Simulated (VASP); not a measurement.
# Ru (Fm-3m) in VASP: a series of runs

Runs on Ru. Level: HSE06. Tasks: single point.

Program: VASP 6.6.1. These are calculated values, not measurements. Logs are shortened: lines on timing, memory, paths and dates and some standing lists are left out, and cuts for length are marked.

### Step 1. The cell of the first run

Symmetry: Fm-3m, No. 225, cubic system. The conventional cell has a = 3.860 Å, b = 3.860 Å, c = 3.860 Å, α = 90.00°, β = 90.00°, γ = 90.00°. Ru (site symmetry m-3m) has 12 Ru at 2.73 Å within 3.6 Å.

This isn't the form of Ru at room conditions, which is hcp.

### Step 2. Single point, HSE06

The input, POSCAR:

```
Ru
1.0
    0.0000000000      1.9300686643      1.9300686643
    1.9300686643      0.0000000000      1.9300686643
    1.9300686643      1.9300686643      0.0000000000
Ru
1
Direct
    0.0000000000      0.0000000000      0.0000000000
```

The input, INCAR.step1:

```
ALGO = Normal ; EDIFF = 1E-5
ENCUT = 420 ; GGA = PE
GGA_COMPAT = False ; ISIF = 2
ISMEAR = -1 ; LASPH = True
LCHARG = False ; LREAL = False
LWAVE = True ; NBANDS = 14
NELM = 120 ; PREC = Accurate
SIGMA = 0.1
```

The input, INCAR.step2:

```
ALGO = Normal ; EDIFF = 1E-6
ENCUT = 420 ; GGA = PE
GGA_COMPAT = False ; HFSCREEN = 0.2079
ISIF = 2 ; ISMEAR = -1
ISTART = 1 ; LASPH = True
LCHARG = False ; LHFCALC = True
LREAL = False ; LWAVE = False
NBANDS = 14 ; NELM = 120
PREC = Accurate ; PRECFOCK = Normal
SIGMA = 0.1
```

The input, KPOINTS:

```
k-points
0
Gamma
  6 6 6
```

Potentials or basis: VASP PAW PBE potentials, release 64 (Ru_sv).

Started as:

```bash
$ cat potpaw_PBE.64/Ru_sv/POTCAR > POTCAR
$ cp INCAR.step1 INCAR
$ mpirun -np 1 vasp_std > vasp.out
$ cp INCAR.step2 INCAR
$ mpirun -np 1 vasp_std > vasp.out
```

OUTCAR:

```text
EDIFF = 1E-6
   ENCUT = 420
   GGA = PE
   HFSCREEN = 0.2079
   ISIF = 2
   ISMEAR = -1
   ISTART = 1
   LASPH = True
   LHFCALC = True
   LREAL = False
   NELM = 120
   PREC = Accurate
   PRECFOCK = Normal

 ion  position               nearest neighbor table
   1  0.000  0.000  0.000-

  LATTYP: Found a face centered cubic cell.
 ALAT       =     3.8601373286

  Lattice vectors:

 A1 = (   0.0000000000,   1.9300686643,   1.9300686643)
 A2 = (   1.9300686643,   0.0000000000,   1.9300686643)
 A3 = (   1.9300686643,   1.9300686643,   0.0000000000)

Analysis of symmetry for initial positions (statically):
=====================================================================
 Subroutine PRICEL returns:
 Original cell was already a primitive cell.

 Routine SETGRP: Setting up the symmetry group for a
 face centered cubic supercell.

 Subroutine GETGRP returns: Found 48 space group operations
 (whereof 48 operations were pure point group operations)
 out of a pool of 48 trial point group operations.

The static configuration has the point symmetry O_h .

Analysis of symmetry for dynamics (positions and initial velocities):
=====================================================================
 Subroutine PRICEL returns:
 Original cell was already a primitive cell.

 Routine SETGRP: Setting up the symmetry group for a
 face centered cubic supercell.

 Subroutine GETGRP returns: Found 48 space group operations
 (whereof 48 operations were pure point group operations)
 out of a pool of 48 trial point group operations.

The dynamic configuration has the point symmetry O_h .

 Subroutine INISYM returns: Found 48 space group operations
 (whereof 48 operations are pure point group operations),
 and found     1 'primitive' translations

----------------------------------------------------------------------------------------

                                     Primitive cell

  volume of cell :      14.3796

  direct lattice vectors                    reciprocal lattice vectors
     0.000000000  1.930068664  1.930068664    -0.259058141  0.259058141  0.259058141
     1.930068664  0.000000000  1.930068664     0.259058141 -0.259058141  0.259058141
     1.930068664  1.930068664  0.000000000     0.259058141  0.259058141 -0.259058141

  length of vectors
     2.729529281  2.729529281  2.729529281     0.448701862  0.448701862  0.448701862

  position of ions in fractional coordinates (direct lattice)
     0.000000000  0.000000000  0.000000000

  ion indices of the primitive-cell ions
   primitive index   ion index
                 1           1

----------------------------------------------------------------------------------------

 KPOINTS: k-points

Automatic generation of k-mesh.
 Grid dimensions read from file:
 generate k-points for:    6    6    6

 Generating k-lattice:

  Cartesian coordinates                     Fractional coordinates (reciprocal lattice)
    -0.043176357  0.043176357  0.043176357     0.166666667  0.000000000  0.000000000
     0.043176357 -0.043176357  0.043176357     0.000000000  0.166666667  0.000000000
     0.043176357  0.043176357 -0.043176357     0.000000000  0.000000000  0.166666667

  Length of vectors
     0.074783644  0.074783644  0.074783644

  Shift w.r.t. Gamma in fractional coordinates (k-lattice)
     0.000000000  0.000000000  0.000000000

 Subroutine IBZKPT returns following result:
 ===========================================

 Found     16 irreducible k-points:

 Following reciprocal coordinates:
            Coordinates               Weight
  0.000000  0.000000  0.000000      1.000000
  0.166667  0.000000  0.000000      8.000000
  0.333333  0.000000  0.000000      8.000000
  0.500000  0.000000  0.000000      4.000000
  0.166667  0.166667  0.000000      6.000000
  0.333333  0.166667  0.000000     24.000000
[... 8 lines left out ...]
 -0.333333  0.333333  0.166667     24.000000
 -0.333333  0.500000  0.166667     12.000000
   k-points           NKPTS =     16   k-points in BZ     NKDIM =    216   number of bands    NBANDS=     14
   number of dos      NEDOS =    301   number of ions     NIONS =      1
   total plane-waves  NPLWV =   5832
   dimension x,y,z NGX =    18 NGY =   18 NGZ =   18
   dimension x,y,z NGXF=    36 NGYF=   36 NGZF=   36
   ions per type =               1
   NGX,Y,Z   is equivalent  to a cutoff of  10.96, 10.96, 10.96 a.u.
   NGXF,Y,Z  is equivalent  to a cutoff of  21.93, 21.93, 21.93 a.u.
 SYSTEM =  unknown system
   PREC   = accura    normal or accurate (medium, high low for compatibility)
   ISTART =      1    job   : 0-new  1-cont  2-samecut
   ICHARG =      0    charge: 1-file 2-atom 10-const
   ISPIN  =      1    spin polarized calculation?
   LNONCOLLINEAR =      F non collinear calculations
   LSORBIT =      F    spin-orbit coupling
   LASPH  =      T    aspherical Exc in radial PAW
   ENCUT  =  420.0 eV  30.87 Ry    5.56 a.u.   4.56  4.56  4.56*2*pi/ulx,y,z
   NELM   =    120;   NELMIN=  2; NELMDL=  0     # of ELM steps
   EDIFF  = 0.1E-05   stopping-criterion for ELM
   LREAL  =      F    real-space projection
   EDIFFG = 0.1E-04   stopping-criterion for IOM
   NSW    =      0    number of steps for IOM
   IBRION =     -1    ionic relax: 0-MD 1-quasi-New 2-CG
   NFREE  =      0    steps in history (QN), initial steepest desc. (CG)
   ISIF   =      2    stress and relaxation
   ISYM   =      3    0-nonsym 1-usesym 2-fastsym
   POTIM  = 0.5000    time-step for ionic-motion
   TEBEG  =    0.0;   TEEND  =   0.0 temperature during run
   PSTRESS=    0.0 pullay stress
   NELECT =      16.0000    total number of electrons
   NUPDOWN=      -1.0000    fix difference up-down
   EMIN   =  10.00;   EMAX   =-10.00  energy-range for DOS
   EFERMI =   0.00;   METHOD = LEGACY
   ISMEAR =    -1;   SIGMA  =   0.10  broadening in eV -4-tet -1-fermi 0-gaus
   EFERMI_NEDOS =   21; number of points for ismear=-14 and -15
   IALGO  =     38    algorithm
   IMIX   =      1    mixing-type and parameters
     AMIX     =   0.40;   BMIX     =  1.00
     AMIX_MAG =   1.60;   BMIX_MAG =  1.00
  volume/ion in A,a.u.               =      14.38        97.04
  Fermi-wavevector in a.u.,A,eV,Ry     =   1.696415  3.205759 39.155164  2.877823
  Thomas-Fermi vector in A             =   2.777282
   LORBIT       =      0    0 simple, 1 ext, 2 COOP (PROOUT), +10 PAW based schemes
   GGA     = PE    functional components
   LHFCALC =     T    Hartree Fock is set to
   PRECFOCK=normal    Normal, Fast or Accurate (Low or Medium for compatibility)
   ENCUT4O =  -1.0   cutoff for four orbital integrals eV
   NKREDX  =     1    reduce k-point grid by
   NKREDY  =     1    reduce k-point grid by
   NKREDZ  =     1    reduce k-point grid by
   AEXX    =    0.2500 exact exchange contribution
   HFSCREEN=    0.2079 screening length (either q_TF or 0.3 A-1)
   HFSCREENC=   0.2079 screening length for correlation (either q_TF or 0.3 A-1)
   ENCUTFOCK=  -1.0 apply spherical cutoff to Coloumb kernel
   IVDW    =     0    specifies the selected vdW correction
   LEPSILON=     F    determine dielectric tensor
   LRPA    =     F    only Hartree local field effects (RPA)
 non-spin polarized calculation
  energy-cutoff  :      420.00
  volume of cell :       14.38
 maximum number of plane-waves:       295
  NGX = 14; NGY = 14; NGZ = 14

 number of electron      15.9999994 magnetization

 Free energy of the ion-electron system (eV)
  ---------------------------------------------------
  ext. energy  EPLUGINS =         0.00000000
  ---------------------------------------------------
  free energy    TOTEN  =       -10.65992927 eV

  energy without entropy =      -10.63456451  energy(sigma->0) =      -10.64724689

 E-fermi :  13.6888     XC(G=0): -11.2948

 val. band max:       13.6044072076   @ k =   0.3333   0.3333   0.0000
 cond. band min:      13.8502182236   @ k =   0.5000   0.3333   0.0000
 fundamental gap:      0.2458110160
 Fermi energy:        13.6888246236

 k-point     1 :       0.0000    0.0000    0.0000
  band No.  band energies     occupation
      1     -63.8080      2.00000
      2     -31.7637      2.00000
      3     -31.7637      2.00000
      4     -31.7637      2.00000
      5       5.1252      2.00000
      6      10.8088      2.00000
      7      10.8088      2.00000
      8      10.8088      2.00000
      9      13.0488      1.99668
     10      13.0488      1.99668
     11      29.6049      0.00000
     12      35.2877      0.00000
     13      35.2877      0.00000
     14      35.2877      0.00000

 k-point     2 :       0.1667    0.0000    0.0000
  band No.  band energies     occupation
      1     -63.7669      2.00000
      2     -32.0356      2.00000
      3     -31.8011      2.00000
      4     -31.8011      2.00000
      5       6.2604      2.00000
      6      10.3976      2.00000
      7      11.1947      2.00000
      8      11.1947      2.00000
      9      13.0210      1.99749
     10      13.0210      1.99749
     11      31.1695      0.00000
     12      31.8233      0.00000
     13      37.0434      0.00000
     14      37.0434      0.00000

 k-point     3 :       0.3333    0.0000    0.0000
  band No.  band energies     occupation
      1     -63.6836      2.00000
      2     -32.5607      2.00000
      3     -31.8735      2.00000
      4     -31.8735      2.00000
      5       7.3081      2.00000
      6      10.8485      2.00000
      7      10.8485      2.00000
      8      11.9166      2.00000
      9      14.4525      0.00096
     10      14.4525      0.00096
     11      27.4424      0.00000
     12      30.7605      0.00000
     13      38.0826      0.00000
     14      38.0826      0.00000

 k-point     4 :       0.5000    0.0000    0.0000
  band No.  band energies     occupation
      1     -63.6413      2.00000
      2     -32.8135      2.00000
      3     -31.9076      2.00000
      4     -31.9076      2.00000
      5       7.1000      2.00000
      6      10.4922      2.00000
      7      10.4922      2.00000
      8      14.6784      0.00010
      9      15.5817      0.00000
     10      15.5817      0.00000
     11      24.1634      0.00000
     12      29.2266      0.00000
     13      35.4998      0.00000
     14      35.4998      0.00000

 k-point     5 :       0.1667    0.1667    0.0000
  band No.  band energies     occupation
      1     -63.7534      2.00000
      2     -32.0287      2.00000
      3     -31.8619      2.00000
      4     -31.8619      2.00000
      5       6.6386      2.00000
      6       9.7404      2.00000
      7      11.8073      2.00000
      8      11.8073      2.00000
      9      12.0393      2.00000
     10      13.5809      1.49254
     11      31.9773      0.00000
[... 140 lines left out ...]
 k-point    14 :       0.5000    0.3333    0.1667
  band No.  band energies     occupation
      1     -63.6282      2.00000
      2     -32.5487      2.00000
      3     -32.1931      2.00000
      4     -32.0008      2.00000
      5       8.6757      2.00000
      6       8.9447      2.00000
      7      10.3442      2.00000
      8      13.2828      1.96609
      9      14.3603      0.00242
     10      18.3398      0.00000
     11      28.2395      0.00000
     12      29.2706      0.00000
     13      31.7936      0.00000
     14      37.8287      0.00000

 k-point    15 :      -0.3333    0.3333    0.1667
  band No.  band energies     occupation
      1     -63.6001      2.00000
      2     -32.5786      2.00000
      3     -32.3197      2.00000
      4     -32.0583      2.00000
      5       8.7203      2.00000
      6       9.1138      2.00000
      7      10.5037      2.00000
      8      12.6065      1.99996
      9      15.4663      0.00000
     10      22.1640      0.00000
     11      23.7267      0.00000
     12      29.5398      0.00000
     13      29.9504      0.00000
     14      36.9116      0.00000

 k-point    16 :      -0.3333    0.5000    0.1667
  band No.  band energies     occupation
      1     -63.5867      2.00000
      2     -32.6045      2.00000
      3     -32.3005      2.00000
      4     -32.1547      2.00000
      5       7.7320      2.00000
      6       8.4680      2.00000
      7      11.7992      2.00000
      8      13.5502      1.60007
      9      16.2147      0.00000
     10      22.2532      0.00000
     11      26.3803      0.00000
     12      26.4571      0.00000
     13      28.0007      0.00000
     14      38.9700      0.00000

------------------------ aborting loop because EDIFF is reached ----------------------------------------

  FORCE on cell =-STRESS in cart. coord.  units (eV):
  Direction    XX          YY          ZZ          XY          YZ          ZX
  --------------------------------------------------------------------------------------
  -------------------------------------------------------------------------------------
  Total       -2.0948679     -2.0948679     -2.0948679     -0.0000000     -0.0000000      0.0000000
  in kB     -233.4097307   -233.4097307   -233.4097307     -0.0000000     -0.0000000      0.0000000
  external PRESSURE =    -233.4097307 kB  Pullay stress =       0.0000000 kB

 VOLUME and BASIS-vectors are now :
 -----------------------------------------------------------------------------
  energy-cutoff  :      420.00
  volume of cell :       14.38
      direct lattice vectors                 reciprocal lattice vectors
     0.000000000  1.930068664  1.930068664    -0.259058141  0.259058141  0.259058141
     1.930068664  0.000000000  1.930068664     0.259058141 -0.259058141  0.259058141
     1.930068664  1.930068664  0.000000000     0.259058141  0.259058141 -0.259058141

 POSITION                                       TOTAL-FORCE (eV/Angst)
 -----------------------------------------------------------------------------------
      0.00000      0.00000      0.00000        -0.000000      0.000000     -0.000000
 -----------------------------------------------------------------------------------
    total drift:                               -0.000000     -0.000000     -0.000000

  FREE ENERGIE OF THE ION-ELECTRON SYSTEM (eV)
  ---------------------------------------------------
  free  energy   TOTEN  =       -10.6599292717 eV

  energy  without entropy=      -10.6345645060  energy(sigma->0) =      -10.64724689
```

Run time: 7.9 min. Hardware: 1 thread of Intel Xeon Platinum 8259CL at 2.50GHz (Skylake/Cascade Lake), shared host; peak memory 0.22 GiB.

Results:

| Quantity | Value |
| --- | --- |
| Free energy | -10.6599 eV |
| Pressure | -23.3 GPa |
| Band gap on the k mesh | zero (bands 8 and 9 overlap by 4.15 eV) |

Levels at points of the mesh, in eV from the Fermi level:
| k point | band 6 | band 7 | band 8 | band 9 | band 10 | band 11 |
| --- | --- | --- | --- | --- | --- | --- |
| (0.00, 0.00, 0.00) | -2.88 | -2.88 | -2.88 | -0.64 | -0.64 | 15.92 |
| (0.50, 0.00, 0.00) | -3.20 | -3.20 | 0.99 | 1.89 | 1.89 | 10.47 |
| (0.50, 0.50, 0.00) | -6.40 | 1.54 | 2.50 | 2.50 | 3.70 | 14.03 |

Caveat: the k points lie up to 0.47 Å⁻¹ apart, too coarse for converged energies and pressures of a metal; the PAW data sets were made with another functional, which shifts forces and pressure a little.

### Step 3. Single point, HSE06

This run uses another cell than the first one, of 13.96 Å³/atom.

The input, POSCAR:

```
Ru
1.0
    0.0000000000      1.9113289501      1.9113289501
    1.9113289501      0.0000000000      1.9113289501
    1.9113289501      1.9113289501      0.0000000000
Ru
1
Direct
    0.0000000000      0.0000000000      0.0000000000
```

The input, INCAR.step1:

```
  ALGO = Normal
  EDIFF = 1E-5
  ENCUT = 420
  GGA = PE
  GGA_COMPAT = F
  ISIF = 2
  ISMEAR = -1
  LASPH = T
  LCHARG = F
  LREAL = F
  LWAVE = T
  NBANDS = 14
  NELM = 120
  PREC = Accurate
  SIGMA = 0.1
```

The input, INCAR.step2:

```
  ALGO = Normal
  EDIFF = 1E-6
  ENCUT = 420
  GGA = PE
  GGA_COMPAT = F
  HFSCREEN = 0.2079
  ISIF = 2
  ISMEAR = -1
  ISTART = 1
  LASPH = T
  LCHARG = F
  LHFCALC = T
  LREAL = F
  LWAVE = F
  NBANDS = 14
  NELM = 120
  PREC = Accurate
  PRECFOCK = Normal
  SIGMA = 0.1
```

KPOINTS is that of step 2.

Potentials or basis: VASP PAW PBE potentials, release 64 (Ru_sv).

Started as:

```bash
$ cat potpaw_PBE.64/Ru_sv/POTCAR > POTCAR
$ cp INCAR.step1 INCAR
$ mpirun -np 1 vasp_std > vasp.out
$ cp INCAR.step2 INCAR
$ mpirun -np 1 vasp_std > vasp.out
```

Wall time 5.7 min (1 thread of AMD EPYC 9R45 (Zen 5), shared host); peak memory 0.19 GiB.

It converged, with:

| Quantity | Value |
| --- | --- |
| Free energy | -10.7065 eV |
| Pressure | -15.7 GPa |
| Band gap on the k mesh | zero (bands 8 and 9 overlap by 4.32 eV) |

Levels at points of the mesh, in eV from the Fermi level:
```tsv
k point	band 5	band 6	band 7	band 8	band 9	band 10	band 11	band 12
(0.00, 0.00, 0.00)	-8.77	-3.02	-3.02	-3.02	-0.66	-0.66	15.89	21.73
(0.50, 0.00, 0.00)	-6.84	-3.34	-3.34	0.99	1.97	1.97	10.83	15.53
(0.50, 0.50, 0.00)	-7.28	-6.67	1.62	2.60	2.60	3.77	14.24	14.24
```

Caveat: the k points lie up to 0.47 Å⁻¹ apart, too coarse for converged energies and pressures of a metal; the PAW data sets were made with another functional, which shifts forces and pressure a little.

The gap in the log of VASP goes by the Fermi energy; the results here count the filled bands.